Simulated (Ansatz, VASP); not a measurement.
Given: the input of a run of Ansatz 0.2.0 on Si2Mo.

Contents of input.yaml:

```yaml
crystal:
  lattice:
    - [-1.6313805159, 1.6313805159, 4.0075881985]
    - [1.6313805159, -1.6313805159, 4.0075881985]
    - [1.6313805159, 1.6313805159, -4.0075881985]
  atoms:
    - { symbol: Mo, position: [0.0, 0.0, 0.0] }
    - { symbol: Si, position: [0.667, 0.667, 0.0] }
    - { symbol: Si, position: [0.333, 0.333, 0.0] }
hamiltonian:
  xc: pbe
  pseudopotentials: { kind: paw }
kpoints:
  mp_grid: { grid: [12, 12, 12] }
scf:
  occupations: { method: fermi_dirac, width: 0.05 }
output:
  forces: true
  stress: true
  eigenvalues: true
```

Potentials or basis: Ansatz PAW.

The run is started by

```bash
$ ansatz run input.yaml --threads 2 --pin off --max-ram 5632MiB --backend cpu --events-out ev --progress --plain --runs-dir out
```

Q: Set up the same calculation for VASP 6.6.1. Potentials there: VASP PAW PBE potentials, release 64 (Mo_sv, Si).

A: As run (the cutoff follows the program's own potentials):

File INCAR:

```
ALGO = Normal
EDIFF = 1E-7
ENCUT = 520
GGA = PE
ISIF = 2
ISMEAR = -1
LASPH = True
LCHARG = False
LREAL = False
LWAVE = False
NBANDS = 18
NELM = 60
PREC = Accurate
SIGMA = 0.05
```

KPOINTS

```
k-points
0
Gamma
  12 12 12
```

Contents of POSCAR:

```
Si2Mo
1.0
   -1.6313805159      1.6313805159      4.0075881985
    1.6313805159     -1.6313805159      4.0075881985
    1.6313805159      1.6313805159     -4.0075881985
Mo Si
1 2
Direct
    0.0000000000      0.0000000000      0.0000000000
    0.6670000000      0.6670000000      0.0000000000
    0.3330000000      0.3330000000      0.0000000000
```

Potentials or basis: VASP PAW PBE potentials, release 64 (Mo_sv, Si).

The run is started by

```sh
$ cat potpaw_PBE.64/Mo_sv/POTCAR potpaw_PBE.64/Si/POTCAR > POTCAR
$ mpirun -np 1 vasp_std > vasp.out
```

Both were run:

|  | VASP | Ansatz | Ansatz less VASP |
| --- | --- | --- | --- |
| gap on the k mesh at the Fermi level (eV) | none | none | - |
| pressure (GPa) | -8.8 | -8.9 | -0.13 |
| traceless stress, the component that is largest in VASP (GPa) | -1.68 | -1.67 | +0.002 |
| rms of the force components (eV/Å) | 0.170 | 0.172 | +0.0019 |

Atom by atom the forces differ by 0.002 eV/Å (rms over components). A gap of «none» marks a metal or a gap that the smearing closes.
